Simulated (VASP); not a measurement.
A run of VASP 6.6.1 is set up as follows.

The input POSCAR:

```
C
1.0
    2.4558907252      0.0000000000      0.0000000000
   -1.2279453626      2.1268637570      0.0000000000
    0.0000000000      0.0000000000      7.1907812951
C
4
Direct
    0.0000000000      0.0000000000      0.0025000000
    0.0000000000      0.0000000000      0.5025000000
    0.3333333333      0.6666666667      0.0025000000
    0.6666666667      0.3333333333      0.5025000000
```

File INCAR.step1:

```
ALGO     = Normal         # electronic algorithm
EDIFF    = 1E-4           # SCF threshold, eV
ENCUT    = 520            # plane-wave cutoff, eV
GGA      = PE             # functional
ISMEAR   = 0              # smearing method
LASPH    = True           # aspherical terms in the spheres
LCHARG   = False          # write CHGCAR
LREAL    = False          # projectors in reciprocal space
LWAVE    = True           # write WAVECAR
NBANDS   = 16             # bands
NELM     = 60             # most SCF steps
PREC     = Accurate       # precision mode
SIGMA    = 0.15           # smearing width, eV
```

The input INCAR.step2:

```
ALGO     = Normal         # electronic algorithm
EDIFF    = 1E-6           # SCF threshold, eV
ENCUT    = 520            # plane-wave cutoff, eV
ISIF     = 2              # what is computed and relaxed
ISMEAR   = 0              # smearing method
ISTART   = 1            
LASPH    = True           # aspherical terms in the spheres
LCHARG   = True           # write CHGCAR
LELF     = True           # ELF
LMIXTAU  = True         
LREAL    = False          # projectors in reciprocal space
LVHAR    = True         
LWAVE    = False          # write WAVECAR
METAGGA  = R2SCAN         # meta-GGA
NBANDS   = 16             # bands
NELM     = 60             # most SCF steps
PREC     = Accurate       # precision mode
SIGMA    = 0.15           # smearing width, eV
```

Contents of KPOINTS:

```
k-points
0
Gamma
  24 24 8
```

Potentials or basis: VASP PAW PBE potentials, release 64 (C).

Command:

```console
$ cat potpaw_PBE.64/C/POTCAR > POTCAR
$ cp INCAR.step1 INCAR
$ mpirun -np 1 vasp_std > vasp.out
$ cp INCAR.step2 INCAR
$ mpirun -np 1 vasp_std > vasp.out
```

Question: Estimate the band gap on the k mesh.

Answer: Zero (bands 8 and 9 overlap by 0.01 eV).

Question: Predict the pressure.

Answer: 0.5 GPa.

Stress tensor (GPa, compression positive):
```
 1.03  0.00  0.00
 0.00  1.03  0.00
 0.00  0.00 -0.46
```

Caveat: the cell differs from its parent crystal (strain +0.0200 x Voigt [0, 0, 1, 0, 0, 0]); the PAW data sets were made with another functional, which shifts forces and pressure a little.
